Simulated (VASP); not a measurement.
Input of a VASP 6.6.1 run:

File INCAR:

```
SYSTEM = Al36H
  ALGO = Normal
  DIPOL = 0.5 0.5 0.378
  EDIFF = 1E-6
  ENCUT = 520
  GGA = PE
  IDIPOL = 3
  ISIF = 2
  ISMEAR = 0
  IVDW = 12
  LASPH = .TRUE.
  LCHARG = .FALSE.
  LDIPOL = .TRUE.
  LREAL = Auto
  LWAVE = .FALSE.
  NBANDS = 78
  NELM = 100
  PREC = Accurate
  SIGMA = 0.1
```

File KPOINTS:

```
k-points
0
G
  6 6 1
  0 0 0
```

Contents of POSCAR:

```
Al36H
1.0
    5.6288445219      0.0000000000      0.0000000000
   -2.8144222609      4.8747223499      0.0000000000
    0.0000000000      0.0000000000     35.9073562080
Al H
36 1
Direct
    0.1666666667      0.3333333333      0.1113977865
    0.1666666667      0.8333333333      0.1113977865
    0.6666666667      0.3333333333      0.1113977865
    0.6666666667      0.8333333333      0.1113977865
    0.0000000000      0.0000000000      0.1757372983
    0.0000000000      0.5000000000      0.1757372983
    0.5000000000      0.0000000000      0.1757372983
    0.5000000000      0.5000000000      0.1757372983
    0.3333333333      0.1666666667      0.2400768102
    0.3333333333      0.6666666667      0.2400768102
    0.8333333333      0.1666666667      0.2400768102
    0.8333333333      0.6666666667      0.2400768102
    0.0000000000      0.0000000000      0.3044163221
    0.0000000000      0.5000000000      0.3044163221
    0.5000000000      0.0000000000      0.3044163221
    0.5000000000      0.5000000000      0.3044163221
    0.1666666667      0.3333333333      0.3682539347
    0.1666666667      0.8333333333      0.3682539347
    0.6666666667      0.3333333333      0.3682539347
    0.6666666667      0.8333333333      0.3682539347
    0.0000000000      0.0000000000      0.4320699059
    0.0000000000      0.5000000000      0.4320699059
    0.5000000000      0.0000000000      0.4320699059
    0.5000000000      0.5000000000      0.4320699059
    0.3333333333      0.1666666667      0.4967844642
    0.3333333333      0.6666666667      0.4967844642
    0.8333333333      0.1666666667      0.4967844642
    0.8333333333      0.6666666667      0.4967844642
    0.0000000000      0.0000000000      0.5611166564
    0.0000000000      0.5000000000      0.5611166564
    0.5000000000      0.0000000000      0.5611166564
    0.5000000000      0.5000000000      0.5611166564
    0.1666666667      0.3333333333      0.6268174153
    0.1666666667      0.8333333333      0.6268174153
    0.6666666667      0.3333333333      0.6268174153
    0.6666666667      0.8333333333      0.6268174153
    0.1666666667      0.3333333333      0.7131506998
```

Potentials or basis: VASP PAW PBE potentials, release 64 (Al, H).

Run with:

```console
$ cat potpaw_PBE.64/Al/POTCAR potpaw_PBE.64/H/POTCAR > POTCAR
$ mpirun -np 1 vasp_std > vasp.out
```

(1) Estimate the largest force.

(2) What does it give for the band gap on the k mesh?

Answers

(1) 1.003 eV/Å.

(2) zero (an odd number of electrons rules out a gap without spin polarisation).
